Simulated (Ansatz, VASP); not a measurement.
**One calculation of Ba, two programs**

```
CELL_PARAMETERS angstrom
4.35597 0.00000 0.00000
-2.17798 3.77238 0.00000
0.00000 0.00000 14.21552
ATOMIC_POSITIONS crystal
Ba 0.00000 0.00000 0.00000
Ba 0.00000 0.00000 0.50000
Ba 0.33333 0.66667 0.25000
Ba 0.66667 0.33333 0.75000
```

Alike in both runs: task single point; functional PBEsol; k mesh 10 × 10 × 3; occupations fermi-dirac, width 0.1 eV; no spin polarisation.

|  | VASP | Ansatz |
| --- | --- | --- |
| version | VASP 6.6.1 | Ansatz 0.2.0 |
| potentials or method | VASP PAW PBE potentials, release 64 (Ba_sv), cutoff 520 eV | plane waves (420 eV) with PAW, scalar-relativistic |
| valence electrons in the cell | 40 | 40 |

|  | VASP | Ansatz | Ansatz less VASP |
| --- | --- | --- | --- |
| pressure (GPa) | 0.1 | 0.0 | -0.08 |

VASP's potentials were made for PBE, not for PBEsol, and Ansatz warns of the same on its side. The functional is the same, so the differences come from potentials, cutoffs and numerics.

Neither program's run includes spin-orbit coupling.
